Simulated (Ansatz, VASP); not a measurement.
# One calculation of Al, two programs

```
Al
1.0
     2.81684    0.00000    0.00000
    -1.40842    2.43946    0.00000
     0.00000    0.00000   26.49972
Al
6
Cartesian
  1.4084 0.8132 7.5000
  0.0000 1.6263 9.7999
  0.0000 0.0000 12.0999
  1.4084 0.8132 14.3998
  0.0000 1.6263 16.6998
  0.0000 0.0000 18.9997
```

Alike in both runs: task single point; functional LDA; k mesh 12 × 12 × 1; occupations gaussian, width 0.1 eV; no spin polarisation.

|  | VASP | Ansatz |
| --- | --- | --- |
| version | VASP 6.6.1 | Ansatz 0.2.0 |
| potentials or method | VASP PAW LDA potentials, release 64 (Al), cutoff 520 eV | scalar-relativistic, plane waves, PAW |
| valence electrons in the cell | 18 | 18 |

```tsv
	VASP	Ansatz	Ansatz less VASP
gap on the k mesh at the Fermi level (eV)	none	none	-
rms of the force components (eV/Å)	0.047	0.047	-0.0003
```

LDA's correlation is that of Perdew and Zunger in VASP and of Perdew and Wang (1992) in Ansatz. Atom by atom the forces differ by 0.001 eV/Å (rms over components). A gap of «none» marks a metal or a gap that the smearing closes. Ansatz's warnings: xc potential rough in thin density.
